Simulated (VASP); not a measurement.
# Ru (Pm-3m) in VASP: a series of runs, part 2 of 2

VASP 6.6.1. Earlier steps stand in the parts before.

## 3. Single point, PBE, collinear spin, ferromagnetic start (volume scaled by 1.12)

The input, INCAR:

```
  PREC = Accurate
  ENCUT = 520
  EDIFF = 1E-6
  ISMEAR = -1
  SIGMA = 0.05
  LREAL = False
  LASPH = True
  NELM = 150
  ALGO = Normal
  ISIF = 2
  LWAVE = False
  LCHARG = False
  ISPIN = 2
  MAGMOM = 1
  LORBIT = 11
  LMAXMIX = 4
  GGA = PE
  NBANDS = 17
```

The input, KPOINTS:

```
regular mesh
0
Gamma
  14 14 14
```

The input, POSCAR:

```
Ru
1.0
    2.6076189370      0.0000000000      0.0000000000
    0.0000000000      2.6076189370      0.0000000000
    0.0000000000      0.0000000000      2.6076189370
Ru
1
Direct
    0.0000000000      0.0000000000      0.0000000000
```

Potentials or basis: VASP PAW PBE potentials, release 64 (Ru_pv).

Launch:

```bash
> cat potpaw_PBE.64/Ru_pv/POTCAR > POTCAR
> mpirun -np 1 vasp_std > vasp.out
```

OUTCAR:

```text
PREC = Accurate
   ENCUT = 520
   EDIFF = 1E-6
   ISMEAR = -1
   LREAL = False
   LASPH = True
   NELM = 150
   ISIF = 2
   ISPIN = 2
   LORBIT = 11
   GGA = PE

 ion  position               nearest neighbor table
   1  0.000  0.000  0.000-

  LATTYP: Found a simple cubic cell.
 ALAT       =     2.6076189370

  Lattice vectors:

 A1 = (   2.6076189370,   0.0000000000,   0.0000000000)
 A2 = (   0.0000000000,   2.6076189370,   0.0000000000)
[... 1167 lines left out ...]
  --------------------------------------------------------------------------------------
  -------------------------------------------------------------------------------------
  Total       -2.0956547     -2.0956547     -2.0956547     -0.0000000     -0.0000000     -0.0000000
  in kB     -189.3642221   -189.3642221   -189.3642221     -0.0000000     -0.0000000     -0.0000000
  external PRESSURE =    -189.3642221 kB  Pullay stress =       0.0000000 kB

 VOLUME and BASIS-vectors are now :
 -----------------------------------------------------------------------------
  energy-cutoff  :      520.00
  volume of cell :       17.73
      direct lattice vectors                 reciprocal lattice vectors
     2.607618937  0.000000000  0.000000000     0.383491616  0.000000000  0.000000000
     0.000000000  2.607618937  0.000000000     0.000000000  0.383491616  0.000000000
     0.000000000  0.000000000  2.607618937     0.000000000  0.000000000  0.383491616

 POSITION                                       TOTAL-FORCE (eV/Angst)
 -----------------------------------------------------------------------------------
      0.00000      0.00000      0.00000         0.000000      0.000000      0.000000
 -----------------------------------------------------------------------------------
    total drift:                               -0.000000      0.000000      0.000000

  FREE ENERGIE OF THE ION-ELECTRON SYSTEM (eV)
  ---------------------------------------------------
  free  energy   TOTEN  =        -7.9792533920 eV

  energy  without entropy=       -7.9628383129  energy(sigma->0) =       -7.97104585

 total charge

# of ion       s       p       d       tot
------------------------------------------
    1        0.360   6.160   5.976  12.496

 magnetization (x)

# of ion       s       p       d       tot
------------------------------------------
    1        0.000  -0.000   0.001   0.001
```

OSZICAR:

```text
N       E                     dE             d eps       ncg     rms          rms(c)
DAV:   1     0.114755900366E+03    0.11476E+03   -0.76260E+03  8232   0.807E+02
DAV:   2    -0.655149051740E+01   -0.12131E+03   -0.11538E+03  9086   0.265E+02
DAV:   3    -0.832821649573E+01   -0.17767E+01   -0.17663E+01  9304   0.345E+01
DAV:   4    -0.833432143950E+01   -0.61049E-02   -0.61046E-02  9102   0.210E+00
DAV:   5    -0.833436366578E+01   -0.42226E-04   -0.42224E-04  9285   0.158E-01    0.798E+00
DAV:   6    -0.797824984544E+01    0.35611E+00   -0.55551E-01  8803   0.846E+00    0.202E+00
DAV:   7    -0.797676471725E+01    0.14851E-02   -0.26060E-02  8881   0.144E+00    0.106E+00
DAV:   8    -0.797825712285E+01   -0.14924E-02   -0.16369E-03  8833   0.418E-01    0.564E-01
DAV:   9    -0.797909362300E+01   -0.83650E-03   -0.14039E-03  8569   0.334E-01    0.864E-02
DAV:  10    -0.797921754202E+01   -0.12392E-03   -0.18473E-04  8979   0.114E-01    0.448E-02
DAV:  11    -0.797923223468E+01   -0.14693E-04   -0.10578E-05  9055   0.245E-02    0.309E-02
DAV:  12    -0.797925070671E+01   -0.18472E-04   -0.17176E-05  8658   0.298E-02    0.115E-02
DAV:  13    -0.797925293314E+01   -0.22264E-05   -0.58181E-07  6744   0.657E-03    0.491E-03
DAV:  14    -0.797925339201E+01   -0.45886E-06   -0.20722E-07  4294   0.348E-03
   1 F= -.79792534E+01 E0= -.79710459E+01  d E =-.164151E-01  mag=     0.0000
```

stdout:

```text
POSCAR found type information on POSCAR Ru
 POSCAR found :  1 types and       1 ions
 scaLAPACK will be used
 LDA part: xc-table for (Slater+PW92), standard interpolation
 POSCAR, INCAR and KPOINTS ok, starting setup
 FFT: planning ... GRIDC
 FFT: planning ... GRID_SOFT
 FFT: planning ... GRID
 WAVECAR not read
 entering main loop
```

Run time: 23 s. Hardware: 1 thread of Intel Xeon 6975P-C (Granite Rapids), shared host; peak memory 0.17 GiB.

Results:

| Property | Result |
| --- | --- |
| Free energy | -7.9793 eV |
| Pressure | -18.9 GPa |
| Band gap on the k mesh | zero (filled and empty bands overlap) |
| Net moment | 0.00 μB per cell |
| Valence electrons inside the program's atomic spheres | Ru 12.50 |

Levels at points of the mesh, in eV from the Fermi level:
Spin up:
```
           k point  band 4  band 5  band 6  band 7  band 8  band 9  band 10  band 11
(0.00, 0.00, 0.00)   -6.46   -4.53   -4.53    1.34    1.34    1.34    11.09    15.80
(0.50, 0.00, 0.00)   -3.94   -3.90   -0.81   -0.81   -0.02    1.55     6.35    11.09
(0.50, 0.50, 0.00)   -5.08   -3.12   -0.39   -0.39    2.94    5.31     5.31    11.09
(0.50, 0.50, 0.50)   -3.93   -3.93   -3.93    3.08    3.08    9.45    11.09    11.44
```
Spin down:
| k point | band 4 | band 5 | band 6 | band 7 | band 8 | band 9 | band 10 | band 11 |
| --- | --- | --- | --- | --- | --- | --- | --- | --- |
| (0.00, 0.00, 0.00) | -6.46 | -4.53 | -4.53 | 1.34 | 1.34 | 1.34 | 11.10 | 15.80 |
| (0.50, 0.00, 0.00) | -3.94 | -3.90 | -0.81 | -0.81 | -0.02 | 1.55 | 6.35 | 11.10 |
| (0.50, 0.50, 0.00) | -5.08 | -3.12 | -0.39 | -0.39 | 2.94 | 5.31 | 5.31 | 11.09 |
| (0.50, 0.50, 0.50) | -3.93 | -3.93 | -3.93 | 3.08 | 3.08 | 9.45 | 11.10 | 11.44 |

Caveat: the cell differs from its parent crystal (volume scaled by 1.12).

## 4. Relaxation of cell and atoms, PBE, collinear spin, ferromagnetic start

This run uses another cell than the first one, of 14.64 Å³/atom, 0.925 times its volume.

The input, INCAR:

```
SYSTEM = Ru
PREC = Accurate ; ENCUT = 600
EDIFF = 1E-6 ; ISMEAR = -1
SIGMA = 0.05 ; LREAL = .FALSE.
LASPH = .TRUE. ; NELM = 150
ALGO = Normal ; ISIF = 3
LWAVE = .FALSE. ; LCHARG = .FALSE.
ISPIN = 2 ; MAGMOM = 1
LORBIT = 11 ; LMAXMIX = 4
GGA = PE ; IBRION = 2
NSW = 80 ; EDIFFG = -0.01
```

The input, KPOINTS:

```
Automatic mesh
0
G
  13 13 13
  0 0 0
```

The input, POSCAR:

```
Ru
1.0
    2.4462764308      0.0000000000      0.0000000000
    0.0000000000      2.4462764308      0.0000000000
    0.0000000000      0.0000000000      2.4462764308
Ru
1
Direct
    0.0000000000      0.0000000000      0.0000000000
```

Launch:

```bash
> cat potpaw_PBE.64/Ru_pv/POTCAR > POTCAR
> mpirun -np 1 vasp_std > vasp.out
```

Wall time 58 s (1 thread of Intel Xeon 6975P-C (Granite Rapids), shared host); peak memory 0.16 GiB.

The run converged. Its results:

```
Free energy                                           : -8.1041 eV
Relaxed volume                                        : 15.83 Å³/atom
Relaxed cell                                          : a = 2.511 Å, b = 2.511 Å, c = 2.511 Å, α = 90.00°, β = 90.00°, γ = 90.00°
Space group after relaxing (to 0.05 Å)                : Pm-3m (No. 221)
Energy gained by relaxing                             : 72.6 meV/atom
Ionic steps                                           : 16
Pressure after relaxing                               : 0.1 GPa
Band gap on the k mesh                                : zero (filled and empty bands overlap)
Net moment                                            : 0.00 μB per cell
Valence electrons inside the program's atomic spheres : Ru 12.67
```

The path:
```tsv
step	energy change (eV)	largest force (eV/Å)	pressure (GPa)	volume (Å³)
1	0.0000	0.0000	21.05	14.64
2	0.2523	0.0000	-26.36	19.10
3	-0.0723	0.0000	-1.19	15.92
4	-0.0726	0.0000	-0.12	15.84
5	-0.0726	0.0000	0.21	15.82
6	-0.0726	0.0000	0.22	15.82
7	-0.0726	0.0000	0.19	15.82
8	-0.0726	0.0000	0.18	15.82
9	-0.0726	0.0000	0.18	15.82
10	-0.0726	0.0000	0.18	15.82
11	-0.0726	0.0000	0.18	15.82
12	-0.0726	0.0000	0.19	15.82
13	-0.0726	0.0000	0.19	15.82
14	-0.0726	0.0000	0.20	15.82
15	-0.0726	0.0000	0.14	15.82
16	-0.0726	0.0000	0.10	15.83
```

Final structure:
```yaml
crystal:
  lattice:
    - [2.51071, 0.00000, 0.00000]
    - [0.00000, 2.51071, 0.00000]
    - [0.00000, 0.00000, 2.51071]
  atoms:
    - { symbol: Ru, position: [0.00000, 0.00000, 0.00000] }
```

Levels at points of the mesh, in eV from the Fermi level:
Spin up:
| k point | band 3 | band 4 | band 5 | band 6 | band 7 | band 8 | band 9 | band 10 | band 11 | band 12 |
| --- | --- | --- | --- | --- | --- | --- | --- | --- | --- | --- |
| (0.00, 0.00, 0.00) | -42.41 | -7.13 | -5.32 | -5.32 | 1.61 | 1.61 | 1.61 | 10.93 | 16.64 | 16.64 |
Spin down:
```csv
k point,band 4,band 5,band 6,band 7,band 8,band 9,band 10,band 11
"(0.00, 0.00, 0.00)",-7.13,-5.32,-5.32,1.61,1.61,1.61,10.93,16.64
```

## 5. Summary

| task | cell | k mesh | cutoff (eV) | gap on the mesh (eV) | pressure (GPa) | moment (μB) |
| --- | --- | --- | --- | --- | --- | --- |
| single point | a = 2.511 Å, 1 atom | 14 × 14 × 14 | 520 | none | 0.2 | 0.00 |
| single point | a = 2.608 Å, 1 atom | 14 × 14 × 14 | 520 | none | -18.9 | 0.00 |
| relaxation of cell and atoms | relaxed from a = 2.446 Å, 1 atom | 13 × 13 × 13 | 600 | none | 0.1 | 0.00 |

Alike in all rows: level PBE; potentials or basis VASP PAW PBE potentials, release 64 (Ru_pv); spin collinear, ferromagnetic start; smearing fermi-dirac 0.05 eV.

Total energies depend on the potentials used, so only differences within one code and one set of settings carry meaning.
